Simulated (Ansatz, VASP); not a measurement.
# GaP4 in VASP and in Ansatz

```
Ga P
1.0
     5.77422    0.00000    0.00000
     0.00000    5.77422    0.00000
     0.00000    0.00000    2.47551
Ga P
1 4
Direct
  0.00000 0.00000 0.00000
  0.79527 0.50000 0.00000
  0.20473 0.50000 0.00000
  0.50000 0.79527 0.00000
  0.50000 0.20473 0.00000
```

Alike in both runs: task relaxation of cell and atoms; functional PBE; k mesh 8 × 8 × 16; occupations gaussian, width 0.1 eV; no spin polarisation.

|  | VASP | Ansatz |
| --- | --- | --- |
| version | VASP 6.6.1 | Ansatz 0.2.0 |
| potentials or method | VASP PAW PBE potentials, release 64 (Ga_d, P), cutoff 600 eV | scalar-relativistic, plane waves, PAW |
| valence electrons in the cell | 33 | 33 |

VASP gave:

```
gap on the k mesh at the Fermi level, each at its own relaxed structure (eV) : none
relaxed volume (Å³/atom)                                                     : 16.51
relaxed cell length with the largest relative difference (Å)                 : 5.777
```

What did Ansatz give for the same quantities?

gap on the k mesh at the Fermi level, each at its own relaxed structure (eV): none; relaxed volume (Å³/atom): 16.54; relaxed cell length with the largest relative difference (Å): 5.781.

A gap of «none» marks a metal or a gap that the smearing closes.
